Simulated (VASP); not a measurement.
# HfMoC2 (P4/mmm) in VASP: settings compared, part 2 of 2

VASP 6.6.1.

### 5 Single point, PBEsol (volume scaled by 0.94)

Contents of INCAR:

```
SYSTEM = HfMoC2
ALGO = Normal
EDIFF = 1E-6
ENCUT = 520
GGA = PS
ISIF = 2
ISMEAR = -1
LASPH = .TRUE.
LCHARG = .TRUE.
LELF = .TRUE.
LREAL = .FALSE.
LVHAR = .TRUE.
LWAVE = .FALSE.
NBANDS = 24
NELM = 80
PREC = Accurate
SIGMA = 0.05
```

Contents of KPOINTS:

```
k-points
0
G
  8 8 6
  0 0 0
```

Contents of POSCAR:

```
HfMoC2
1.0
    3.1262736378      0.0000000000      0.0000000000
    0.0000000000      3.1262736378      0.0000000000
    0.0000000000      0.0000000000      4.3936043497
Hf Mo C
1 1 2
Direct
    0.0000000000      0.0000000000      0.0000000000
    0.5000000000      0.5000000000      0.5000000000
    0.5000000000      0.5000000000      0.0000000000
    0.0000000000      0.0000000000      0.5000000000
```

Potentials or basis: VASP PAW PBE potentials, release 64 (Hf_pv, Mo_sv, C).

Launch:

```bash
$ cat potpaw_PBE.64/Hf_pv/POTCAR potpaw_PBE.64/Mo_sv/POTCAR potpaw_PBE.64/C/POTCAR > POTCAR
$ mpirun -np 1 vasp_std > vasp.out
```

OUTCAR:

```text
SYSTEM = HfMoC2
   EDIFF = 1E-6
   ENCUT = 520
   GGA = PS
   ISIF = 2
   ISMEAR = -1
   LASPH = .TRUE.
   LREAL = .FALSE.
   NELM = 80
   PREC = Accurate

 ion  position               nearest neighbor table
   1  0.000  0.000  0.000-   4 2.20   4 2.20   3 2.21   3 2.21   3 2.21   3 2.21   2 3.12   2 3.12
                             2 3.12   2 3.12   2 3.12   2 3.12   2 3.12   2 3.12
   2  0.500  0.500  0.500-   3 2.20   3 2.20   4 2.21   4 2.21   4 2.21   4 2.21   1 3.12   1 3.12
                             1 3.12   1 3.12   1 3.12   1 3.12   1 3.12   1 3.12
   3  0.500  0.500  0.000-   2 2.20   2 2.20   1 2.21   1 2.21   1 2.21   1 2.21
   4  0.000  0.000  0.500-   1 2.20   1 2.20   2 2.21   2 2.21   2 2.21   2 2.21

  LATTYP: Found a simple tetragonal cell.
 ALAT       =     3.1262736378
 C/A-ratio  =     1.4053806092

  Lattice vectors:

 A1 = (   3.1262736378,   0.0000000000,   0.0000000000)
 A2 = (   0.0000000000,   3.1262736378,   0.0000000000)
 A3 = (   0.0000000000,   0.0000000000,   4.3936043497)

Analysis of symmetry for initial positions (statically):
=====================================================================
[... 171 lines left out ...]
  ---------------------------------------------------
  free energy    TOTEN  =       -43.34530699 eV

  energy without entropy =      -43.33419983  energy(sigma->0) =      -43.33975341

 E-fermi :  10.0117     XC(G=0): -13.3750

 val. band max:        9.9901986166   @ k =   0.1250   0.1250   0.5000
 cond. band min:      10.0233816857   @ k =   0.5000   0.0000   0.1667
 fundamental gap:      0.0331830692
 Fermi energy:        10.0116558815

 k-point     1 :       0.0000    0.0000    0.0000
  band No.  band energies     occupation
      1     -51.8723      2.00000
      2     -26.0014      2.00000
      3     -25.9023      2.00000
      4     -25.9023      2.00000
      5     -20.1342      2.00000
      6     -19.7667      2.00000
[... 637 lines left out ...]
     23      16.7137      0.00000
     24      18.4222      0.00000

 [... further k-points ...]
[... 5 lines left out ...]
  --------------------------------------------------------------------------------------
  -------------------------------------------------------------------------------------
  Total        3.0226277      3.0226277      1.7642634      0.0000000      0.0000000     -0.0000000
  in kB      112.7769447    112.7769447     65.8262462      0.0000000      0.0000000     -0.0000000
  external PRESSURE =      97.1267118 kB  Pullay stress =       0.0000000 kB

 VOLUME and BASIS-vectors are now :
 -----------------------------------------------------------------------------
  energy-cutoff  :      520.00
  volume of cell :       42.94
      direct lattice vectors                 reciprocal lattice vectors
     3.126273638  0.000000000  0.000000000     0.319869633  0.000000000  0.000000000
     0.000000000  3.126273638  0.000000000     0.000000000  0.319869633  0.000000000
     0.000000000  0.000000000  4.393604350     0.000000000  0.000000000  0.227603562

 POSITION                                       TOTAL-FORCE (eV/Angst)
 -----------------------------------------------------------------------------------
      0.00000      0.00000      0.00000         0.000000      0.000000      0.000000
      1.56314      1.56314      2.19680         0.000000      0.000000      0.000000
      1.56314      1.56314      0.00000         0.000000      0.000000      0.000000
      0.00000      0.00000      2.19680         0.000000      0.000000      0.000000
 -----------------------------------------------------------------------------------
    total drift:                                0.000000     -0.000000     -0.000000

  FREE ENERGIE OF THE ION-ELECTRON SYSTEM (eV)
  ---------------------------------------------------
  free  energy   TOTEN  =       -43.3453069872 eV

  energy  without entropy=      -43.3341998292  energy(sigma->0) =      -43.33975341
```

OSZICAR:

```text
N       E                     dE             d eps       ncg     rms          rms(c)
DAV:   1     0.208277541133E+03    0.20828E+03   -0.18092E+04  2880   0.135E+03
DAV:   2    -0.427247026274E+02   -0.25100E+03   -0.23904E+03  3464   0.369E+02
DAV:   3    -0.507609362066E+02   -0.80362E+01   -0.79073E+01  3656   0.596E+01
DAV:   4    -0.508370173304E+02   -0.76081E-01   -0.76046E-01  3248   0.608E+00
DAV:   5    -0.508378826907E+02   -0.86536E-03   -0.86530E-03  3736   0.587E-01    0.842E+01
DAV:   6    -0.447208946883E+02    0.61170E+01   -0.34606E+01  3072   0.367E+01    0.387E+01
DAV:   7    -0.445965038651E+02    0.12439E+00   -0.12586E+01  3128   0.265E+01    0.392E+01
DAV:   8    -0.433455228043E+02    0.12510E+01   -0.27630E+00  3120   0.123E+01    0.334E+00
DAV:   9    -0.433462256779E+02   -0.70287E-03   -0.87970E-02  3472   0.174E+00    0.179E+00
DAV:  10    -0.433454142701E+02    0.81141E-03   -0.46352E-03  3496   0.447E-01    0.639E-01
DAV:  11    -0.433453174997E+02    0.96770E-04   -0.47202E-04  3496   0.158E-01    0.103E-01
DAV:  12    -0.433453090370E+02    0.84627E-05   -0.69921E-05  3440   0.499E-02    0.450E-02
DAV:  13    -0.433453073702E+02    0.16667E-05   -0.43162E-06  3336   0.139E-02    0.100E-02
DAV:  14    -0.433453069872E+02    0.38305E-06   -0.15337E-06  2080   0.839E-03
   1 F= -.43345307E+02 E0= -.43339753E+02  d E =-.111072E-01
```

stdout:

```text
POSCAR found type information on POSCAR HfMoC
 POSCAR found :  3 types and       4 ions
 scaLAPACK will be used
 -----------------------------------------------------------------------------
|                                                                             |
|                                                                             |
|     You enforced a specific xc type in the INCAR file but a different       |
|     I HOPE YOU KNOW WHAT YOU ARE DOING!                                     |
|                                                                             |
 -----------------------------------------------------------------------------

 LDA part: xc-table for (Slater+PW92), standard interpolation
 POSCAR, INCAR and KPOINTS ok, starting setup
 FFT: planning ... GRIDC
 FFT: planning ... GRID_SOFT
 FFT: planning ... GRID
 WAVECAR not read
 entering main loop
```

It took 36 s on 1 thread of Intel Xeon Platinum 8259CL at 2.50GHz (Skylake/Cascade Lake), shared host; peak memory 0.2 GiB.

Results:

| Item | Value |
| --- | --- |
| Free energy | -43.3453 eV |
| Pressure | 9.7 GPa |
| Band gap on the k mesh | zero (band 16 reaches 11.28 eV, above the bottom of band 17 at 8.36 eV) |

Caveat: the PAW data sets were made with another functional, which shifts forces and pressure a little; spin-orbit coupling is left out, which moves the levels of the heavy elements.

### 6 The runs side by side

| level | U | cell | gap on the mesh (eV) | pressure (GPa) |
| --- | --- | --- | --- | --- |
| PBEsol+U | Hf d U = 2.0 eV, Mo d U = 2.0 eV | a = 3.191, b = 3.191, c = 4.485 Å, 4 atoms | none | -3.3 |
| PBEsol+U | Hf d U = 6.0 eV, Mo d U = 6.0 eV | a = 3.191, b = 3.191, c = 4.485 Å, 4 atoms | none | 8.8 |
| PBEsol+U | Hf d U = 8.0 eV, Mo d U = 8.0 eV | a = 3.191, b = 3.191, c = 4.485 Å, 4 atoms | none | 15.7 |
| PBEsol | - | a = 3.126, b = 3.126, c = 4.394 Å, 4 atoms | none | 9.7 |

Alike in all rows: task single point; potentials or basis VASP PAW PBE potentials, release 64 (Hf_pv, Mo_sv, C); no spin polarisation; k mesh 8 × 8 × 6; cutoff (eV) 520; smearing fermi-dirac 0.05 eV.

Every run on the cell as given and a fine mesh finds a metal.

Caveats: the PAW data sets were made with another functional, which shifts forces and pressure a little; spin-orbit coupling is left out, which moves the levels of the heavy elements; U without spin polarisation on a metal has little footing (some runs); the U is typed as a test and isn't derived for this compound (some runs).

Total energies depend on the potentials used, so only differences within one code and one set of settings carry meaning.
